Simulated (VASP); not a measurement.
# C (P2_1/m) in VASP: notebook

The runs below take C through single point, with PBEsol+D3(BJ).

All numbers are computed with VASP 6.6.1; they aren't measurements. Logs are shortened: lines on timing, memory, paths and dates and some standing lists are left out, and cuts for length are marked.

## (1) The cell of the first run

Symmetry: P2_1/m, No. 11, monoclinic system. The conventional cell has a = 2.223 Å, b = 6.465 Å, c = 2.474 Å, α = 90.00°, β = 110.02°, γ = 90.00°. C (site symmetry m) has 3 C at 1.28 to 1.56 Å within 1.7 Å. Within 1.7 Å of C (site symmetry m) lie 3 C at 1.28 to 1.56 Å.

## (2) Single point, PBEsol+D3(BJ) (engineering shear strain xy -0.2250, normal strain along z -0.0175)

Contents of INCAR:

```
SYSTEM = C
ALGO = Normal ; EDIFF = 1E-7
ENCUT = 520 ; GGA = PS
ISIF = 2 ; ISMEAR = 0
IVDW = 12 ; LASPH = .TRUE.
LCHARG = .FALSE. ; LREAL = .FALSE.
LWAVE = .FALSE. ; NBANDS = 16
NELM = 80 ; PREC = Accurate
SIGMA = 0.15
```

Contents of KPOINTS:

```
k-points
0
G
  18 18 6
  0 0 0
```

Contents of POSCAR:

```
C
1.0
    2.4580081303     -0.2765259146      0.0000000000
   -1.4684825321      2.2669604409      0.0000000000
    0.0000000000      0.0000000000      6.4649057464
C
4
Direct
    0.0000000000      0.0000000000      0.0025000000
    0.0000000000      0.0000000000      0.5025000000
    0.3333333333      0.6666666667      0.0025000000
    0.6666666667      0.3333333333      0.5025000000
```

Potentials or basis: VASP PAW PBE potentials, release 64 (C).

Launch:

```bash
$ cat potpaw_PBE.64/C/POTCAR > POTCAR
$ mpirun -np 1 vasp_std > vasp.out
```

OUTCAR:

```text
SYSTEM = C
   EDIFF = 1E-7
   ENCUT = 520
   GGA = PS
   ISIF = 2
   ISMEAR = 0
   IVDW = 12
   LASPH = .TRUE.
   LREAL = .FALSE.
   NELM = 80
   PREC = Accurate
 IVDW          = 12

 ion  position               nearest neighbor table
   1  0.000  0.000  0.002-   3 1.28   3 1.43   3 1.56
   2  0.000  0.000  0.502-   4 1.28   4 1.43   4 1.56
   3  0.333  0.667  0.002-   1 1.28   1 1.43   1 1.56
   4  0.667  0.333  0.502-   2 1.28   2 1.43   2 1.56

  LATTYP: Found a simple monoclinic cell.
 ALAT       =     2.2228338924
 B/A-ratio  =     2.9084070423
 C/A-ratio  =     1.1127749198
 COS(beta)  =    -0.3422668700

  Lattice vectors:

 A1 = (   0.9895255982,   1.9904345263,   0.0000000000)
 A2 = (   0.0000000000,   0.0000000000,  -6.4649057464)
 A3 = (  -2.4580081303,   0.2765259146,   0.0000000000)

Analysis of symmetry for initial positions (statically):
=====================================================================
 Subroutine PRICEL returns:
 Original cell was already a primitive cell.

 Routine SETGRP: Setting up the symmetry group for a
 simple monoclinic supercell.

 Subroutine GETGRP returns: Found  4 space group operations
 (whereof  1 operations were pure point group operations)
 out of a pool of  4 trial point group operations.

The static configuration has the point symmetry C_1 .
 The point group associated with its full space group is C_2h.

Analysis of symmetry for dynamics (positions and initial velocities):
=====================================================================
 Subroutine PRICEL returns:
 Original cell was already a primitive cell.

 Routine SETGRP: Setting up the symmetry group for a
 simple monoclinic supercell.

 Subroutine GETGRP returns: Found  4 space group operations
 (whereof  1 operations were pure point group operations)
 out of a pool of  4 trial point group operations.

The dynamic configuration has the point symmetry C_1 .
 The point group associated with its full space group is C_2h.

 Subroutine INISYM returns: Found  4 space group operations
 (whereof  1 operations are pure point group operations),
 and found     1 'primitive' translations

----------------------------------------------------------------------------------------

                                     Primitive cell

  volume of cell :      33.3986

  direct lattice vectors                    reciprocal lattice vectors
[... 91 lines left out ...]
   EDIFF  = 0.1E-06   stopping-criterion for ELM
   LREAL  =      F    real-space projection
   EDIFFG = 0.1E-05   stopping-criterion for IOM
   NSW    =      0    number of steps for IOM
   IBRION =     -1    ionic relax: 0-MD 1-quasi-New 2-CG
   NFREE  =      0    steps in history (QN), initial steepest desc. (CG)
   ISIF   =      2    stress and relaxation
   ISYM   =      2    0-nonsym 1-usesym 2-fastsym
   POTIM  = 0.5000    time-step for ionic-motion
   TEBEG  =    0.0;   TEEND  =   0.0 temperature during run
   PSTRESS=    0.0 pullay stress
   NELECT =      16.0000    total number of electrons
   NUPDOWN=      -1.0000    fix difference up-down
   EMIN   =  10.00;   EMAX   =-10.00  energy-range for DOS
   EFERMI =   0.00;   METHOD = LEGACY
   ISMEAR =     0;   SIGMA  =   0.15  broadening in eV -4-tet -1-fermi 0-gaus
   EFERMI_NEDOS =   21; number of points for ismear=-14 and -15
   IALGO  =     38    algorithm
   IMIX   =      4    mixing-type and parameters
     AMIX     =   0.40;   BMIX     =  1.00
     AMIX_MAG =   1.60;   BMIX_MAG =  1.00
  volume/ion in A,a.u.               =       8.35        56.35
  Fermi-wavevector in a.u.,A,eV,Ry     =   1.280970  2.420682 22.325576  1.640884
  Thomas-Fermi vector in A             =   2.413367
   LORBIT       =      0    0 simple, 1 ext, 2 COOP (PROOUT), +10 PAW based schemes
   GGA     = PS    functional components
   LHFCALC =     F    Hartree Fock is set to
   AEXX    =    0.0000 exact exchange contribution
   IVDW    =    12    specifies the selected vdW correction
   LEPSILON=     F    determine dielectric tensor
   LRPA    =     F    only Hartree local field effects (RPA)
 non-spin polarized calculation
 Gauss-broadening in eV      SIGMA  =   0.15
  energy-cutoff  :      520.00
  volume of cell :       33.40
 maximum number of plane-waves:       917
   NGX =  9   NGY = 11   NGZ = 25

 number of electron      16.0000002 magnetization

 Free energy of the ion-electron system (eV)
  ---------------------------------------------------
  ext. energy  EPLUGINS =         0.00000000
  ---------------------------------------------------
  free energy    TOTEN  =       -35.93313242 eV

  energy without entropy =      -35.93294252  energy(sigma->0) =      -35.93303747

 E-fermi :   5.4853     XC(G=0): -10.8597

 val. band max:        5.3061560719   @ k =   0.3889   0.1667   0.1667
 cond. band min:       5.6457696615   @ k =   0.3889   0.2222   0.0000
 fundamental gap:      0.3396135896
 Fermi energy:         5.4853473329

 k-point     1 :       0.0000    0.0000    0.0000
  band No.  band energies     occupation
      1     -14.8647      2.00000
      2     -14.4684      2.00000
      3      -3.8619      2.00000
      4      -1.4755      2.00000
      5       1.3349      2.00000
      6       1.3578      2.00000
[... 433 lines left out ...]
      3      -1.8384      2.00000
      4      -1.7391      2.00000
      5      -1.6357      2.00000
      6      -0.6340      2.00000
[... 8 lines left out ...]
     15      18.1891      0.00000
     16      18.3531      0.00000

 [... further k-points ...]

------------------------ aborting loop because EDIFF is reached ----------------------------------------

 Edisp (eV)   -0.41655

 E8    (eV) :    -0.2026

  FORCE on cell =-STRESS in cart. coord.  units (eV):
  Direction    XX          YY          ZZ          XY          YZ          ZX
  --------------------------------------------------------------------------------------
  -------------------------------------------------------------------------------------
  Total       7.06300     6.58281     0.12861    23.22857     0.00000     0.00000
  in kB     338.82212   315.78673     6.16951  1114.30805     0.00000     0.00000
  external pressure =      220.26 kB  Pullay stress =        0.00 kB

 VOLUME and BASIS-vectors are now :
 -----------------------------------------------------------------------------
  energy-cutoff  :      520.00
  volume of cell :       33.40
      direct lattice vectors                 reciprocal lattice vectors
     2.458008130 -0.276525915  0.000000000     0.438811801  0.284251746  0.000000000
    -1.468482532  2.266960441  0.000000000     0.053526666  0.475792588  0.000000000
     0.000000000  0.000000000  6.464905746     0.000000000  0.000000000  0.154681296

 POSITION                                       TOTAL-FORCE (eV/Angst)
 -----------------------------------------------------------------------------------
      0.00000      0.00000      0.01616         3.368096      1.519682      0.000000
      0.00000      0.00000      3.24862        -3.368096     -1.519682      0.000000
     -0.15965      1.41913      0.01616        -3.404297     -1.528613      0.000000
      1.14918      0.57130      3.24862         3.404297      1.528613      0.000000
 -----------------------------------------------------------------------------------
    total drift:                               -0.000000      0.000000     -0.000004

  FREE ENERGIE OF THE ION-ELECTRON SYSTEM (eV)
  ---------------------------------------------------
  free  energy   TOTEN  =       -36.3496774267 eV

  energy  without entropy=      -36.3494875287  energy(sigma->0) =      -36.34958248
```

Wall time 4.1 min (1 thread of Intel Xeon Platinum 8259CL at 2.50GHz (Skylake/Cascade Lake), shared host); peak memory 0.36 GiB.

Results:

| Property | Result |
| --- | --- |
| Free energy | -36.3497 eV |
| Pressure | 22.0 GPa |
| Largest force | 3.732 eV/Å |
| Dispersion energy per atom | -0.104 eV |

Forces on the atoms (eV/Å):
```
C    3.368  1.520  0.000
C   -3.368 -1.520  0.000
C   -3.404 -1.529  0.000
C    3.404  1.529  0.000
```

Caveat: the cell differs from its parent crystal (engineering shear strain xy -0.2250, normal strain along z -0.0175); the cell stands under pressure; the PAW data sets were made with another functional, which shifts forces and pressure a little.

## (3) Single point, PBEsol+D3(BJ) (engineering shear strain xy -0.3000, normal strain along z +0.0000)

Contents of INCAR:

```
ALGO = Normal ; EDIFF = 1E-7
ENCUT = 520 ; GGA = PS
ISIF = 2 ; ISMEAR = 0
IVDW = 12 ; LASPH = T
LCHARG = F ; LREAL = F
LWAVE = F ; NBANDS = 16
NELM = 60 ; PREC = Accurate
SIGMA = 0.15
```

Contents of KPOINTS:

```
k-points
0
Gamma
  18 18 6
```

Contents of POSCAR:

```
C
1.0
    2.4580081303     -0.3687012195      0.0000000000
   -1.5483086877      2.3130480933      0.0000000000
    0.0000000000      0.0000000000      6.5800567393
C
4
Direct
    0.0000000000      0.0000000000      0.0025000000
    0.0000000000      0.0000000000      0.5025000000
    0.3333333333      0.6666666667      0.0025000000
    0.6666666667      0.3333333333      0.5025000000
```

Potentials or basis: VASP PAW PBE potentials, release 64 (C).

Launch:

```bash
$ cat potpaw_PBE.64/C/POTCAR > POTCAR
$ mpirun -np 1 vasp_std > vasp.out
```

OUTCAR:

```text
EDIFF = 1E-7
   ENCUT = 520
   GGA = PS
   ISIF = 2
   ISMEAR = 0
   IVDW = 12
   LASPH = T
   LREAL = F
   NELM = 60
   PREC = Accurate
 IVDW          = 12

 ion  position               nearest neighbor table
   1  0.000  0.000  0.002-   3 1.24   3 1.44   3 1.61
   2  0.000  0.000  0.502-   4 1.24   4 1.44   4 1.61
   3  0.333  0.667  0.002-   1 1.24   1 1.44   1 1.61
   4  0.667  0.333  0.502-   2 1.24   2 1.44   2 1.61

  LATTYP: Found a simple monoclinic cell.
 ALAT       =     2.1466340726
 B/A-ratio  =     3.0652903648
 C/A-ratio  =     1.1578624104
 COS(beta)  =    -0.2847292703

  Lattice vectors:

 A1 = (   0.9096994426,   1.9443468738,   0.0000000000)
 A2 = (   0.0000000000,   0.0000000000,  -6.5800567393)
 A3 = (  -2.4580081303,   0.3687012195,   0.0000000000)

Analysis of symmetry for initial positions (statically):
[... 176 lines left out ...]

  energy without entropy =      -33.81475964  energy(sigma->0) =      -33.81523750

 E-fermi :   5.7179     XC(G=0): -10.7603

 val. band max:        5.6717330620   @ k =   0.4444   0.1111   0.1667
 cond. band min:       5.8112975074   @ k =   0.3889   0.1667   0.3333
 fundamental gap:      0.1395644454
 Fermi energy:         5.7178883320

 k-point     1 :       0.0000    0.0000    0.0000
  band No.  band energies     occupation
      1     -15.0870      2.00000
      2     -14.7479      2.00000
      3      -3.9671      2.00000
      4      -1.8049      2.00000
      5       0.7760      2.00000
      6       0.8304      2.00000
[... 433 lines left out ...]
      3      -2.3259      2.00000
      4      -2.2262      2.00000
      5      -1.5982      2.00000
      6      -0.1715      2.00000
[... 8 lines left out ...]
     15      17.8323      0.00000
     16      17.9898      0.00000

 [... further k-points ...]

------------------------ aborting loop because EDIFF is reached ----------------------------------------

 Edisp (eV)   -0.37658

 E8    (eV) :    -0.1831

  FORCE on cell =-STRESS in cart. coord.  units (eV):
  Direction    XX          YY          ZZ          XY          YZ          ZX
  --------------------------------------------------------------------------------------
  -------------------------------------------------------------------------------------
  Total      12.18858    10.96530    -0.04265    30.74691     0.00000     0.00000
  in kB     580.25645   522.02048    -2.03048  1463.75486     0.00000     0.00000
  external pressure =      366.75 kB  Pullay stress =        0.00 kB

 VOLUME and BASIS-vectors are now :
 -----------------------------------------------------------------------------
  energy-cutoff  :      520.00
  volume of cell :       33.65
      direct lattice vectors                 reciprocal lattice vectors
     2.458008130 -0.368701220  0.000000000     0.452241731  0.302721679  0.000000000
    -1.548308688  2.313048093  0.000000000     0.072087597  0.480583977  0.000000000
     0.000000000  0.000000000  6.580056739     0.000000000  0.000000000  0.151974373

 POSITION                                       TOTAL-FORCE (eV/Angst)
 -----------------------------------------------------------------------------------
      0.00000      0.00000      0.01645         5.067467      2.578059      0.000000
      0.00000      0.00000      3.30648        -5.067467     -2.578059      0.000000
     -0.21287      1.41913      0.01645        -5.107228     -2.595215      0.000000
      1.12257      0.52522      3.30648         5.107228      2.595215      0.000000
 -----------------------------------------------------------------------------------
    total drift:                                0.000000     -0.000000     -0.000024

  FREE ENERGIE OF THE ION-ELECTRON SYSTEM (eV)
  ---------------------------------------------------
  free  energy   TOTEN  =       -34.1922916326 eV

  energy  without entropy=      -34.1913359100  energy(sigma->0) =      -34.19181377
```

OSZICAR:

```text
N       E                     dE             d eps       ncg     rms          rms(c)
DAV:   1     0.322267685962E+02    0.32227E+02   -0.80383E+03 21024   0.938E+02
DAV:   2    -0.349401750027E+02   -0.67167E+02   -0.60402E+02 29352   0.187E+02
DAV:   3    -0.374679659932E+02   -0.25278E+01   -0.25160E+01 26272   0.341E+01
DAV:   4    -0.374861471607E+02   -0.18181E-01   -0.18178E-01 26064   0.351E+00
DAV:   5    -0.374863834592E+02   -0.23630E-03   -0.23629E-03 25880   0.376E-01    0.108E+01
DAV:   6    -0.346016877451E+02    0.28847E+01   -0.20696E+00 24736   0.105E+01    0.599E+00
DAV:   7    -0.338077616583E+02    0.79393E+00   -0.21798E+00 26032   0.107E+01    0.175E+00
DAV:   8    -0.338193275282E+02   -0.11566E-01   -0.14520E-01 23088   0.259E+00    0.415E-01
DAV:   9    -0.338155108907E+02    0.38166E-02   -0.85669E-03 24728   0.742E-01    0.110E-01
DAV:  10    -0.338157254618E+02   -0.21457E-03   -0.63982E-04 25080   0.176E-01    0.607E-02
DAV:  11    -0.338157167268E+02    0.87351E-05   -0.49384E-05 25384   0.494E-02    0.109E-02
DAV:  12    -0.338157144253E+02    0.23015E-05   -0.44199E-06 27152   0.153E-02    0.560E-03
DAV:  13    -0.338157154223E+02   -0.99704E-06   -0.99301E-07 22640   0.667E-03    0.272E-03
DAV:  14    -0.338157153626E+02    0.59667E-07   -0.93667E-09 18136   0.810E-04
   1 F= -.34192292E+02 E0= -.34191814E+02  d E =-.955723E-03
```

It took 5.4 min on 1 thread of Intel Xeon Platinum 8259CL at 2.50GHz (Skylake/Cascade Lake), shared host; peak memory 0.37 GiB.

Results:

```yaml
Free_energy: -34.1923 eV
Pressure: 36.7 GPa
Largest_force: 5.729 eV/Å
Dispersion_energy_per_atom: -0.094 eV
```

Forces in eV/Å, atoms in the order of the input:
```
C    5.067  2.578  0.000
C   -5.067 -2.578  0.000
C   -5.107 -2.595  0.000
C    5.107  2.595  0.000
```

Caveat: the cell differs from its parent crystal (engineering shear strain xy -0.3000, normal strain along z +0.0000); the cell stands under pressure; the PAW data sets were made with another functional, which shifts forces and pressure a little.
